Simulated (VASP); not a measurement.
# Te (C2/m) in VASP: further runs, part 2 of 2

VASP 6.6.1. The steps go on from the part before.

**4. Single point, LDA (32.04 Å³/atom)**

This run uses another cell than the first one, of 32.04 Å³/atom.

Contents of INCAR:

```
PREC = Accurate ; ENCUT = 520
EDIFF = 1E-7 ; ISMEAR = -1
SIGMA = 0.05 ; LREAL = F
LASPH = T ; NELM = 80
ALGO = Normal ; ISIF = 2
LWAVE = F ; LCHARG = T
GGA = CA ; LELF = T
LVHAR = T ; NBANDS = 16
```

Contents of KPOINTS:

```
regular mesh
0
Gamma
  7 7 5
```

Contents of POSCAR:

```
Te
1.0
    3.7946491296     -2.1337846985      0.0000000000
    3.7946491296      2.1337846985      0.0000000000
   -0.0936580236      0.0000000000      5.9359814536
Te
3
Direct
    0.0000000000      0.0000000000      0.0000000000
    0.3094466100      0.3094466100      0.3388094900
    0.6905533900      0.6905533900      0.6611905100
```

Potentials or basis: VASP PAW LDA potentials, release 64 (Te).

On the command line:

```console
cat potpaw_LDA.64/Te/POTCAR > POTCAR
mpirun -np 1 vasp_std > vasp.out
```

OUTCAR:

```text
PREC = Accurate
   ENCUT = 520
   EDIFF = 1E-7
   ISMEAR = -1
   LREAL = F
   LASPH = T
   NELM = 80
   ISIF = 2
   GGA = CA

 ion  position               nearest neighbor table
   1  0.000  0.000  0.000-   2 3.07   3 3.07   3 3.28   3 3.28   2 3.28   2 3.28
   2  0.309  0.309  0.339-   3 3.01   3 3.01   1 3.07   1 3.28   1 3.28   3 3.44
   3  0.691  0.691  0.661-   2 3.01   2 3.01   1 3.07   1 3.28   1 3.28   2 3.44

  LATTYP: Found a base centered monoclinic cell.
 ALAT       =     7.5892982592
 B/A-ratio  =     0.5623140969
 C/A-ratio  =     0.7822489081
 COS(beta)  =    -0.0157760547

  Lattice vectors:

 A1 = (   3.7946491296,  -2.1337846985,   0.0000000000)
 A2 = (   3.7946491296,   2.1337846985,   0.0000000000)
 A3 = (  -0.0936580236,   0.0000000000,   5.9359814536)

Analysis of symmetry for initial positions (statically):
=====================================================================
 Subroutine PRICEL returns:
 Original cell was already a primitive cell.

 Routine SETGRP: Setting up the symmetry group for a
 base centered monoclinic supercell.

 Subroutine GETGRP returns: Found  4 space group operations
[... 168 lines left out ...]
 val. band max:        6.5871219442   @ k =   0.0000   0.0000   0.4000
 cond. band min:       6.6284143191   @ k =   0.0000   0.0000   0.4000
 fundamental gap:      0.0412923749
 Fermi energy:         6.5903022507

 k-point     1 :       0.0000    0.0000    0.0000
  band No.  band energies     occupation
      1      -7.2849      2.00000
      2      -4.0140      2.00000
      3      -3.8625      2.00000
      4       3.7918      2.00000
      5       3.8186      2.00000
      6       4.3046      2.00000
[... 433 lines left out ...]
      3      -2.9105      2.00000
      4       2.5780      2.00000
      5       3.6108      2.00000
      6       3.9427      2.00000
[... 8 lines left out ...]
     15      12.1174      0.00000
     16      12.4822      0.00000

 [... further k-points ...]

------------------------ aborting loop because EDIFF is reached ----------------------------------------

  FORCE on cell =-STRESS in cart. coord.  units (eV):
  Direction    XX          YY          ZZ          XY          YZ          ZX
  --------------------------------------------------------------------------------------
  -------------------------------------------------------------------------------------
  Total       -1.1219851     -0.9482707     -1.1632942      0.0000000      0.0000000     -0.0120335
  in kB      -18.7004865    -15.8051328    -19.3889999      0.0000000      0.0000000     -0.2005670
  external PRESSURE =     -17.9648730 kB  Pullay stress =       0.0000000 kB

 VOLUME and BASIS-vectors are now :
 -----------------------------------------------------------------------------
  energy-cutoff  :      520.00
  volume of cell :       96.13
      direct lattice vectors                 reciprocal lattice vectors
     3.794649130 -2.133784698  0.000000000     0.131764488 -0.234325422  0.002078982
     3.794649130  2.133784698  0.000000000     0.131764488  0.234325422  0.002078982
    -0.093658024  0.000000000  5.935981454     0.000000000  0.000000000  0.168464138

 POSITION                                       TOTAL-FORCE (eV/Angst)
 -----------------------------------------------------------------------------------
      0.00000      0.00000      0.00000         0.000000      0.000000      0.000000
      2.31675      0.00000      2.01117         0.127383      0.000000     -0.052549
      5.17889      0.00000      3.92481        -0.127383      0.000000      0.052549
 -----------------------------------------------------------------------------------
    total drift:                                0.000000     -0.000000     -0.000000

  FREE ENERGIE OF THE ION-ELECTRON SYSTEM (eV)
  ---------------------------------------------------
  free  energy   TOTEN  =       -11.3161699872 eV

  energy  without entropy=      -11.3085307883  energy(sigma->0) =      -11.31235039
```

stdout:

```text
POSCAR found type information on POSCAR Te
 POSCAR found :  1 types and       3 ions
 scaLAPACK will be used
 LDA part: xc-table for (Slater(with rela. corr.)+CA(PZ))
 , standard interpolation
 POSCAR, INCAR and KPOINTS ok, starting setup
 FFT: planning ... GRIDC
 FFT: planning ... GRID_SOFT
 FFT: planning ... GRID
 WAVECAR not read
 entering main loop
```

It took 56 s on 1 thread of Intel Xeon Platinum 8488C (Sapphire Rapids), shared host; peak memory 0.23 GiB.

What came out:

```
Free energy            : -11.3162 eV
Pressure               : -1.8 GPa
Largest force          : 0.138 eV/Å
Band gap on the k mesh : 0.01 eV (least direct gap 0.17 eV)
```

Forces in eV/Å, atoms in the order of the input:
```
Te   0.000  0.000  0.000
Te   0.127  0.000 -0.053
Te  -0.127  0.000  0.053
```

Caveat: the smearing spreads over this small gap; spin-orbit coupling is left out, which moves the levels of the heavy elements. A k mesh can miss the band edges.

**5. Single point, LDA (33.35 Å³/atom)**

This run uses another cell than the first one, of 33.35 Å³/atom.

Contents of INCAR:

```
PREC = Accurate
ENCUT = 520
EDIFF = 1E-7
ISMEAR = -1
SIGMA = 0.05
LREAL = False
LASPH = True
NELM = 80
ALGO = Normal
ISIF = 2
LWAVE = False
LCHARG = False
GGA = CA
NBANDS = 16
```

Contents of KPOINTS:

```
Automatic mesh
0
Gamma
  7 7 5
```

Contents of POSCAR:

```
Te
1.0
    3.8455900958     -2.1624295219      0.0000000000
    3.8455900958      2.1624295219      0.0000000000
   -0.0949153283      0.0000000000      6.0156685658
Te
3
Direct
    0.0000000000      0.0000000000      0.0000000000
    0.3094466100      0.3094466100      0.3388094900
    0.6905533900      0.6905533900      0.6611905100
```

On the command line:

```console
cat potpaw_LDA.64/Te/POTCAR > POTCAR
mpirun -np 1 vasp_std > vasp.out
```

It took 83 s on 1 thread of Intel Xeon Platinum 8488C (Sapphire Rapids), shared host; peak memory 0.24 GiB.

The run converged. Its results:

```yaml
Free_energy: -11.2487 eV
Pressure: -3.6 GPa
Largest_force: 0.029 eV/Å
Band_gap_on_the_k_mesh: 0.05 eV (least direct gap 0.19 eV)
```

Forces in eV/Å, atoms in the order of the input:
```
Te   0.000  0.000  0.000
Te   0.024  0.000 -0.016
Te  -0.024  0.000  0.016
```

Stress tensor (GPa, compression positive):
```
-3.47  0.00 -0.02
 0.00 -3.30  0.00
-0.02  0.00 -4.17
```

Levels at points of the mesh, in eV from the valence-band top:
| k point | band 7 | band 8 | band 9 | band 10 | band 11 | band 12 |
| --- | --- | --- | --- | --- | --- | --- |
| (0.00, 0.00, 0.00) | -2.01 | -1.58 | -1.37 | 0.94 | 0.97 | 1.50 |

Caveat: the cell stands under tension; spin-orbit coupling is left out, which moves the levels of the heavy elements. A k mesh can miss the band edges.

**6. Single point, LDA (34.00 Å³/atom)**

This run uses another cell than the first one, of 34.00 Å³/atom.

Contents of INCAR:

```
SYSTEM = Te
ALGO     = Normal         ! electronic algorithm
EDIFF    = 1E-7           ! SCF threshold, eV
ENCUT    = 520            ! plane-wave cutoff, eV
GGA      = CA             ! functional
ISIF     = 2              ! what is computed and relaxed
ISMEAR   = -1             ! smearing method
LASPH    = .TRUE.         ! aspherical terms in the spheres
LCHARG   = .FALSE.        ! write CHGCAR
LREAL    = .FALSE.        ! projectors in reciprocal space
LWAVE    = .FALSE.        ! write WAVECAR
NBANDS   = 16             ! bands
NELM     = 60             ! most SCF steps
PREC     = Accurate       ! precision mode
SIGMA    = 0.05           ! smearing width, eV
```

Contents of KPOINTS:

```
k-points
0
G
  7 7 5
  0 0 0
```

Contents of POSCAR:

```
Te
1.0
    3.8705621598     -2.1764716655      0.0000000000
    3.8705621598      2.1764716655      0.0000000000
   -0.0955316789      0.0000000000      6.0547324433
Te
3
Direct
    0.0000000000      0.0000000000      0.0000000000
    0.3094466100      0.3094466100      0.3388094900
    0.6905533900      0.6905533900      0.6611905100
```

Potentials or basis: VASP PAW LDA potentials, release 64 (Te).

On the command line:

```console
cat potpaw_LDA.64/Te/POTCAR > POTCAR
mpirun -np 1 vasp_std > vasp.out
```

Wall time 84 s (1 thread of Intel Xeon Platinum 8488C (Sapphire Rapids), shared host); peak memory 0.24 GiB.

It converged, with:

```yaml
Free_energy: -11.1993 eV
Pressure: -4.4 GPa
Largest_force: 0.023 eV/Å
Band_gap_on_the_k_mesh: 0.07 eV (least direct gap 0.20 eV)
```

Forces on the atoms (eV/Å):
```
Te   0.000  0.000  0.000
Te  -0.023  0.000 -0.001
Te   0.023  0.000  0.001
```

Stress tensor (GPa, compression positive):
```
-4.14  0.00 -0.02
 0.00 -4.02  0.00
-0.02  0.00 -5.10
```

Levels at points of the mesh, in eV from the valence-band top:
| k point | band 7 | band 8 | band 9 | band 10 | band 11 | band 12 |
| --- | --- | --- | --- | --- | --- | --- |
| (0.00, 0.00, 0.00) | -1.98 | -1.54 | -1.32 | 0.93 | 0.96 | 1.48 |

Caveat: the cell stands under tension; spin-orbit coupling is left out, which moves the levels of the heavy elements.

**7. Overview**

| cell | gap on the mesh (eV) | pressure (GPa) | largest force (eV/Å) |
| --- | --- | --- | --- |
| a = 4.293, b = 4.293, c = 5.855 Å, angles 90.8, 90.8, 58.7°, 3 atoms | none | 0.6 | 0.26 |
| a = 4.324, b = 4.324, c = 5.896 Å, angles 90.8, 90.8, 58.7°, 3 atoms | none | -0.7 | 0.20 |
| a = 4.353, b = 4.353, c = 5.937 Å, angles 90.8, 90.8, 58.7°, 3 atoms | 0.01 | -1.8 | 0.14 |
| a = 4.412, b = 4.412, c = 6.016 Å, angles 90.8, 90.8, 58.7°, 3 atoms | 0.05 | -3.6 | 0.03 |
| a = 4.441, b = 4.441, c = 6.055 Å, angles 90.8, 90.8, 58.7°, 3 atoms | 0.07 | -4.4 | 0.02 |

Alike in all rows: task single point; level LDA; potentials or basis VASP PAW LDA potentials, release 64 (Te); no spin polarisation; k mesh 7 × 7 × 5; cutoff (eV) 520; smearing fermi-dirac 0.05 eV.

Caveats: spin-orbit coupling is left out, which moves the levels of the heavy elements; the cell stands under tension (at least some runs); the smearing spreads over this small gap (at least some runs).

Absolute energies hang on the potentials; compare differences alone.

The gap in the log of VASP goes by the Fermi energy; the results here count the filled bands.